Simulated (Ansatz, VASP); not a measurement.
NiO: VASP beside Ansatz

```
CELL_PARAMETERS angstrom
0.00000 2.08590 2.08590
2.08590 0.00000 2.08590
2.08590 2.08590 0.00000
ATOMIC_POSITIONS crystal
Ni 0.00000 0.00000 0.00000
O 0.50000 0.50000 0.50000
```

Alike in both runs: task single point; functional PBEsol; k mesh 11 × 11 × 11; occupations gaussian, width 0.05 eV; collinear spin.

|  | VASP | Ansatz |
| --- | --- | --- |
| version | VASP 6.6.1 | Ansatz 0.2.0 |
| potentials or method | VASP PAW PBE potentials, release 64 (Ni, O), cutoff 520 eV | all-electron LAPW, scalar-relativistic |

Ansatz gave:

| Quantity | Value |
| --- | --- |
| gap on the k mesh at the Fermi level (eV) | none |
| pressure (GPa) | -6.7 |
| net moment per atom (μB) | 0.75 |
| size of the moment on the site where the two differ most (μB) | 1.26 |

Question: What did VASP give for the same quantities?

Answer: gap on the k mesh at the Fermi level (eV): none; pressure (GPa): -7.8; net moment per atom (μB): 0.66; size of the moment on the site where the two differ most (μB): 1.11.

VASP's potentials were made for PBE, not for PBEsol. Site moments also hang on the region over which each program counts them. A gap of «none» marks a metal or a gap that the smearing closes. Ansatz ran all-electron here, and VASP with PAW potentials.
